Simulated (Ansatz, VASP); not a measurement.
## Ga5N6 in VASP and in Ansatz

```
N Ga
1.0
     3.18073    0.00000    0.00000
     0.00000    3.18073    0.00000
     0.00000    0.00000   26.24558
N Ga
6 5
Direct
  0.00000 0.50000 0.29201
  0.50000 0.00000 0.37260
  0.00000 0.50000 0.45729
  0.50000 0.00000 0.54271
  0.00000 0.50000 0.62740
  0.50000 0.00000 0.70799
  0.50000 0.50000 0.32709
  0.00000 0.00000 0.41401
  0.50000 0.50000 0.50000
  0.00000 0.00000 0.58599
  0.50000 0.50000 0.67291
```

Alike in both runs: functional PBEsol; k mesh 8 × 8 × 1; occupations gaussian, width 0.05 eV; no spin polarisation.

Ansatz relaxed the structure, and its values are those at the end. VASP's run is a single point on that final structure, the one shown.

|  | VASP | Ansatz |
| --- | --- | --- |
| version | VASP 6.6.1 | Ansatz 0.2.0 |
| potentials or method | VASP PAW PBE potentials, release 64 (N, Ga_d), cutoff 520 eV | scalar-relativistic, plane waves, PAW |
| valence electrons in the cell | 95 | 95 |

|  | VASP | Ansatz | Ansatz less VASP |
| --- | --- | --- | --- |
| gap on the k mesh at the Fermi level (eV) | none | none | - |
| rms of the force components (eV/Å) | 0.015 | 0.003 | -0.0128 |

VASP's potentials were made for PBE, not for PBEsol. A gap of «none» marks a metal or a gap that the smearing closes. Ansatz's warnings: xc potential rough in thin density.
